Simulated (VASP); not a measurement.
The system is SiC.

```
CELL_PARAMETERS angstrom
3.07553 0.00000 0.00000
-1.53776 2.66349 0.00000
0.00000 0.00000 5.04739
ATOMIC_POSITIONS crystal
Si 0.33333 0.66667 0.00457
Si 0.66667 0.33333 0.50457
C 0.33333 0.66667 0.38043
C 0.66667 0.33333 0.88043
```

Base run:

| Item | Value |
| --- | --- |
| Program | VASP 6.6.1 |
| Functional | r2SCAN |
| Potentials or basis | VASP PAW PBE potentials, release 64 (Si, C) |
| Cutoff | 520 eV |
| k mesh | 8 × 8 × 6 |
| Occupations | tetrahedron |
| Spin | no spin polarisation |

Its results: band gap on the k mesh 2.92 eV, indirect (least direct gap 4.48 eV); pressure -0.2 GPa.

After a change of settings the same cell gave: band gap on the k mesh 2.55 eV, indirect (least direct gap 4.00 eV); pressure 5.6 GPa. Which change was it?
A. functional from r2SCAN to revPBE; occupations from tetrahedron to methfessel-paxton, width 0.1 eV
B. occupations from tetrahedron to gaussian, width 0.05 eV; dispersion from none to D4
C. occupations from tetrahedron to gaussian, width 0.05 eV; further incar settings from ALGO = Normal; EDIFF = 1e-06; NBANDS = 16 to ALGO = Normal; EDIFF = 1e-07; NBANDS = 16
D. occupations from tetrahedron to gaussian, width 0.05 eV

A.

Caveats: the PAW data sets were made with another functional, which shifts forces and pressure a little.
